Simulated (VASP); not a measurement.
# GaP (F-43m) in VASP: further runs, part 2 of 2

VASP 6.6.1.

## 5. Relaxation of cell and atoms, PBE, target pressure 9 GPa, at which the enthalpy is minimised

INCAR

```
  PREC = Accurate
  ENCUT = 600
  EDIFF = 1E-6
  ISMEAR = 0
  SIGMA = 0.01
  LREAL = False
  LASPH = True
  NELM = 100
  ALGO = Normal
  ISIF = 3
  LWAVE = False
  LCHARG = False
  GGA = PE
  IBRION = 2
  NSW = 80
  EDIFFG = -0.001
  PSTRESS = 90.0
```

KPOINTS

```
Automatic mesh
0
Gamma
  8 8 8
```

POSCAR

```
GaP
1.0
    0.0000000000      2.7530369381      2.7530369381
    2.7530369381      0.0000000000      2.7530369381
    2.7530369381      2.7530369381      0.0000000000
Ga P
1 1
Direct
    0.0000000000      0.0000000000      0.0000000000
    0.7500000000      0.7500000000      0.7500000000
```

Potentials or basis: VASP PAW PBE potentials, release 64 (Ga_d, P).

Started as:

```bash
cat potpaw_PBE.64/Ga_d/POTCAR potpaw_PBE.64/P/POTCAR > POTCAR
mpirun -np 1 vasp_std > vasp.out
```

OUTCAR:

```text
PREC = Accurate
   ENCUT = 600
   EDIFF = 1E-6
   ISMEAR = 0
   LREAL = False
   LASPH = True
   NELM = 100
   ISIF = 3
   GGA = PE
   IBRION = 2
   NSW = 80
   EDIFFG = -0.001
   PSTRESS = 90.0

 ion  position               nearest neighbor table
   1  0.000  0.000  0.000-   2 2.38   2 2.38   2 2.38   2 2.38
   2  0.750  0.750  0.750-   1 2.38   1 2.38   1 2.38   1 2.38

  LATTYP: Found a face centered cubic cell.
 ALAT       =     5.5060738762

  Lattice vectors:

 A1 = (   0.0000000000,   2.7530369381,   2.7530369381)
 A2 = (   2.7530369381,   0.0000000000,   2.7530369381)
 A3 = (   2.7530369381,   2.7530369381,   0.0000000000)

Analysis of symmetry for initial positions (statically):
=====================================================================
 Subroutine PRICEL returns:
[... 184 lines left out ...]
      2     -10.1569      2.00000
      3     -10.1569      2.00000
      4     -10.0662      2.00000
      5     -10.0662      2.00000
      6      -7.9204      2.00000
      7       4.3464      2.00000
      8       4.3464      2.00000
      9       4.3464      2.00000
     10       5.9221      0.00000
     11       8.2424      0.00000
     12       8.2424      0.00000
     13       8.2424      0.00000
[... 633 lines left out ...]
--------------------------------------- Ionic step        8  -------------------------------------------

 number of electron      18.0000001 magnetization

 Free energy of the ion-electron system (eV)
  ---------------------------------------------------
  ext. energy  EPLUGINS =         0.00000000
  ---------------------------------------------------
  free energy    TOTEN  =        -9.02846390 eV

  energy without entropy =       -9.02846390  energy(sigma->0) =       -9.02846390

 E-fermi :   5.3915     XC(G=0): -10.1315

 val. band max:        5.3388192819   @ k =   0.0000   0.0000   0.0000
 cond. band min:       6.8495575412   @ k =   0.5000   0.5000   0.0000
 fundamental gap:      1.5107382593
 Fermi energy:         5.3914785153

 k-point     1 :       0.0000    0.0000    0.0000
  band No.  band energies     occupation
      1      -9.3394      2.00000
      2      -9.3394      2.00000
      3      -9.3394      2.00000
      4      -9.2182      2.00000
      5      -9.2182      2.00000
      6      -7.6606      2.00000
      7       5.3388      2.00000
      8       5.3388      2.00000
      9       5.3388      2.00000
     10       7.7114      0.00000
     11       9.2033      0.00000
     12       9.2033      0.00000
     13       9.2033      0.00000
[... 401 lines left out ...]
  energy  without entropy=       -9.0284639043  energy(sigma->0) =       -9.02846390

  enthalpy is  TOTEN    =        -6.8972903004 eV   P V=        2.1311736039

 reached required accuracy - stopping structural energy minimisation
```

CONTCAR:

```text
GaP
   1.00000000000000
     0.0000000000000000    2.6669751468876464    2.6669751468876464
     2.6669751468876464    0.0000000000000000    2.6669751468876464
     2.6669751468876464    2.6669751468876464   -0.0000000000000000
  Ga              P
     1     1
Direct
     1.0000000000000000    0.0000000000000000    0.0000000000000000
     0.7500000000000000    0.7500000000000000    0.7500000000000000

  0.00000000E+00  0.00000000E+00  0.00000000E+00
  0.00000000E+00  0.00000000E+00  0.00000000E+00
```

Run time: 74 s. Hardware: 1 thread of Intel Xeon 8259CL, shared host; peak memory 0.2 GiB.

What came out:

```
Free energy                                                : -9.0285 eV
Relaxed volume                                             : 18.97 Å³/atom
Relaxed cell                                               : a = 3.772 Å, b = 3.772 Å, c = 3.772 Å, α = 60.00°, β = 60.00°, γ = 60.00°
Space group after relaxing (to 0.1 Å)                      : F-43m (No. 216)
Energy change on relaxing (the run minimises the enthalpy) : +48.5 meV/atom
Ionic steps                                                : 8
Pressure after relaxing                                    : 9.0 GPa
Band gap on the k mesh                                     : 1.51 eV (least direct gap 2.37 eV)
```

Step by step:
```tsv
step	energy change (eV)	largest force (eV/Å)	pressure (GPa)	volume (Å³)
1	0.0000	0.0000	-0.07	41.73
2	0.3553	0.0000	19.79	34.99
3	0.0948	0.0000	8.85	37.98
4	0.0989	0.0000	9.15	37.91
5	0.0938	0.0000	8.79	38.00
6	0.0973	0.0000	9.06	37.93
7	0.0965	0.0000	8.90	37.95
8	0.0970	0.0000	9.01	37.94
```

Final structure:
```cif
data_structure
_symmetry_space_group_name_H-M 'P 1'
_symmetry_Int_Tables_number 1
_cell_length_a 3.7717
_cell_length_b 3.7717
_cell_length_c 3.7717
_cell_angle_alpha 60.000
_cell_angle_beta 60.000
_cell_angle_gamma 60.000
_cell_volume 37.94
loop_
_atom_site_label
_atom_site_type_symbol
_atom_site_fract_x
_atom_site_fract_y
_atom_site_fract_z
_atom_site_occupancy
Ga1 Ga 0.00000 0.00000 0.00000 1
P1 P 0.75000 0.75000 0.75000 1
```

Caveat: the cell is relaxed towards a set pressure, so the run minimises the enthalpy, not the energy.

## 6. Single point, PBE

This run uses another cell than the first one, of 19.91 Å³/atom.

INCAR

```
SYSTEM = GaP
PREC = Accurate
ENCUT = 520
EDIFF = 1E-6
ISMEAR = 0
SIGMA = 0.01
LREAL = .FALSE.
LASPH = .TRUE.
NELM = 100
ALGO = Normal
ISIF = 2
LWAVE = .FALSE.
LCHARG = .TRUE.
GGA = PE
LELF = .TRUE.
LVHAR = .TRUE.
NBANDS = 16
```

KPOINTS

```
Automatic mesh
0
G
  8 8 8
  0 0 0
```

POSCAR

```
GaP
1.0
    0.0000000000      2.7104211277      2.7104211277
    2.7104211277      0.0000000000      2.7104211277
    2.7104211277      2.7104211277      0.0000000000
Ga P
1 1
Direct
    0.0000000000      0.0000000000      0.0000000000
    0.7500000000      0.7500000000      0.7500000000
```

Potentials or basis: VASP PAW PBE potentials, release 64 (Ga_d, P).

Started as:

```bash
cat potpaw_PBE.64/Ga_d/POTCAR potpaw_PBE.64/P/POTCAR > POTCAR
mpirun -np 1 vasp_std > vasp.out
```

Wall time 22 s (1 thread of Intel Xeon 8259CL, shared host); peak memory 0.17 GiB.

Results (log left out):

* Free energy: -9.1029 eV
* Pressure: 3.9 GPa
* Band gap on the k mesh: 1.62 eV (least direct gap 1.96 eV)

Levels at points of the mesh, in eV from the valence-band top:
```csv
k point,band 6,band 7,band 8,band 9,band 10,band 11,band 12,band 13
"(0.00, 0.00, 0.00)",-12.62,0.00,0.00,0.00,1.96,3.88,3.88,3.88
"(0.50, 0.00, 0.00)",-10.50,-6.73,-1.14,-1.14,1.72,4.72,4.72,8.32
"(0.50, 0.50, 0.00)",-9.57,-6.83,-2.74,-2.74,1.62,1.81,10.72,10.72
```

Caveat: the cell stands under pressure. A k mesh can miss the band edges.

## 7. The runs side by side

```tsv
task	level	cell	k mesh	cutoff (eV)	smearing	grid for exact exchange (PRECFOCK)	share of exact exchange	screening parameter	gap on the mesh (eV)	pressure (GPa)
relaxation of cell and atoms	PBE	relaxed to 2 GPa from a = 3.893 Å, angles 60.0°, 2 atoms	8 × 8 × 8	600	gaussian 0.01 eV	-	-	-	1.65	2.0
single point	HSE06	a = 3.893 Å, angles 60.0°, 2 atoms	6 × 6 × 6	520	gaussian 0.02 eV	Normal	0.25	0.2079 1/Å	2.35	-2.0
single point	PBE	a = 3.772 Å, angles 60.0°, 2 atoms	8 × 8 × 8	520	gaussian 0.01 eV	-	-	-	1.51	8.9
relaxation of cell and atoms	PBE	relaxed to 9 GPa from a = 3.893 Å, angles 60.0°, 2 atoms	8 × 8 × 8	600	gaussian 0.01 eV	-	-	-	1.51	9.0
single point	PBE	a = 3.833 Å, angles 60.0°, 2 atoms	8 × 8 × 8	520	gaussian 0.01 eV	-	-	-	1.62	3.9
```

Alike in all rows: potentials or basis VASP PAW PBE potentials, release 64 (Ga_d, P); no spin polarisation.

Caveats: the cell is relaxed towards a set pressure, so the run minimises the enthalpy, not the energy (at least some runs); the cell stands under pressure (at least some runs); the PAW data sets were made with another functional, which shifts forces and pressure a little (at least some runs).

Absolute energies hang on the potentials; compare differences alone.
